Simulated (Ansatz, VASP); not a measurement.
## Two plane-wave programs on LiNbO3

The input INCAR:

```
  PREC = Accurate
  ENCUT = 520
  EDIFF = 1E-6
  ISMEAR = 0
  SIGMA = 0.05
  LREAL = False
  LASPH = True
  NELM = 60
  ALGO = Normal
  ISIF = 2
  LWAVE = False
  LCHARG = False
  GGA = PE
  NBANDS = 45
```

The input KPOINTS:

```
regular mesh
0
Gamma
  6 6 6
```

File POSCAR:

```
LiNbO3
1.0
    2.5801617371      1.4896570735      4.9528784706
   -2.5801617371      1.4896570735      4.9528784706
    0.0000000000     -2.9793141470      4.9528784706
Li Nb O
2 2 6
Direct
    0.2815913687      0.2815913687      0.2815913687
    0.7815913687      0.7815913687      0.7815913687
    0.0004900497      0.0004900497      0.0004900497
    0.5004900497      0.5004900497      0.5004900497
    0.1104619503      0.3580262714      0.7211003599
    0.7211003599      0.1104619503      0.3580262714
    0.3580262714      0.7211003599      0.1104619503
    0.2211003599      0.8580262714      0.6104619503
    0.8580262714      0.6104619503      0.2211003599
    0.6104619503      0.2211003599      0.8580262714
```

Input for Ansatz:

```yaml
crystal:
  lattice:
    - [2.5801617371, 1.4896570735, 4.9528784706]
    - [-2.5801617371, 1.4896570735, 4.9528784706]
    - [0.0, -2.979314147, 4.9528784706]
  atoms:
    - { symbol: Li, position: [0.2815913687, 0.2815913687, 0.2815913687] }
    - { symbol: Li, position: [0.7815913687, 0.7815913687, 0.7815913687] }
    - { symbol: Nb, position: [0.0004900497, 0.0004900497, 0.0004900497] }
    - { symbol: Nb, position: [0.5004900497, 0.5004900497, 0.5004900497] }
    - { symbol: O, position: [0.1104619503, 0.3580262714, 0.7211003599] }
    - { symbol: O, position: [0.7211003599, 0.1104619503, 0.3580262714] }
    - { symbol: O, position: [0.3580262714, 0.7211003599, 0.1104619503] }
    - { symbol: O, position: [0.2211003599, 0.8580262714, 0.6104619503] }
    - { symbol: O, position: [0.8580262714, 0.6104619503, 0.2211003599] }
    - { symbol: O, position: [0.6104619503, 0.2211003599, 0.8580262714] }
basis:
  ecutwfc: 520.0
kpoints:
  mp_grid: { grid: [6, 6, 6] }
hamiltonian:
  xc: pbe
  pseudopotentials: { kind: paw, azcp: { folder: soft_1 } }
scf:
  occupations: { method: gaussian, width: 0.05 }
output:
  forces: true
  stress: true
  eigenvalues: true
```

Alike in both runs: task single point; functional PBE; k mesh 6 × 6 × 6; occupations gaussian, width 0.05 eV; no spin polarisation.

|  | VASP | Ansatz |
| --- | --- | --- |
| version | VASP 6.6.1 | Ansatz 0.2.0 |
| potentials or method | VASP PAW PBE potentials, release 64 (Li_sv, Nb_sv, O), cutoff 520 eV | scalar-relativistic, plane waves, PAW |
| valence electrons in the cell | 68 | 68 |

|  | VASP | Ansatz | Ansatz less VASP |
| --- | --- | --- | --- |
| gap on the k mesh at the Fermi level (eV) | 3.32 | 3.33 | +0.012 |
| least direct gap on the mesh (eV) | 3.33 | 3.34 | +0.012 |
| rms of the force components (eV/Å) | 0.241 | 0.247 | +0.0061 |

Atom by atom the forces differ by 0.010 eV/Å (rms over components).

Noted on VASP's run: the cutoff is short for stress, so the pressure is rough.
